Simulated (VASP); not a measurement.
Here is a VASP 6.6.1 calculation.

Contents of INCAR:

```
SYSTEM = Sn
PREC = Accurate
ENCUT = 520
EDIFF = 1E-6
ISMEAR = 0
SIGMA = 0.2
LREAL = .False.
LASPH = .True.
NELM = 60
ALGO = Fast
ISIF = 2
LWAVE = .False.
LCHARG = .False.
NBANDS = 21
```

File KPOINTS:

```
regular mesh
0
Gamma
  30 30 30
  0 0 0
```

The input POSCAR:

```
Sn
1.0
   -2.8943112346      2.8943112346      1.5625087801
    2.8943112346     -2.8943112346      1.5625087801
    2.8943112346      2.8943112346     -1.5625087801
Sn
2
Direct
    0.0000000000      0.0000000000      0.0000000000
    0.7500000000      0.2500000000      0.5000000000
```

Potentials or basis: VASP PAW LDA potentials, release 64 (Sn_d).

The run is started by

```console
$ cat potpaw_LDA.64/Sn_d/POTCAR > POTCAR
$ mpirun -np 1 vasp_std > vasp.out
```

Problem. Estimate the pressure.

Solution. 0.0 GPa.

Problem. Estimate the band gap on the k mesh.

Solution. Zero (bands 14 and 15 overlap by 4.49 eV).

Caveat: spin-orbit coupling is left out, which moves the levels of the heavy elements.
